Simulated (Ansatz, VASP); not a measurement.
Cu in VASP and in Ansatz

```
Cu
1.0
     2.53076    0.00000    0.00000
    -1.26538    2.19171    0.00000
     0.00000    0.00000    8.26182
Cu
4
Direct
  0.00000 0.00000 0.00000
  0.33333 0.66667 0.25000
  0.00000 0.00000 0.50000
  0.66667 0.33333 0.75000
```

Alike in both runs: task relaxation of cell and atoms; functional PBEsol; k mesh 18 × 18 × 6; occupations gaussian, width 0.1 eV; no spin polarisation.

|  | VASP | Ansatz |
| --- | --- | --- |
| version | VASP 6.6.1 | Ansatz 0.2.0 |
| potentials or method | VASP PAW PBE potentials, release 64 (Cu), cutoff 600 eV | scalar-relativistic, plane waves, PAW |
| valence electrons in the cell | 44 | 76 |

|  | VASP | Ansatz | Ansatz less VASP |
| --- | --- | --- | --- |
| gap on the k mesh at the Fermi level, each at its own relaxed structure (eV) | none | none | - |
| relaxed volume (Å³/atom) | 11.38 | 11.32 | -0.055 |
| relaxed length of the cell vector where the two differ most in proportion (Å) | 2.524 | 2.520 | -0.0043 |

VASP's potentials were made for PBE, not for PBEsol. A gap of «none» marks a metal or a gap that the smearing closes. VASP's potentials hold 44 valence electrons a cell and Ansatz's 76, so a difference there can come from the potentials and not from the codes.
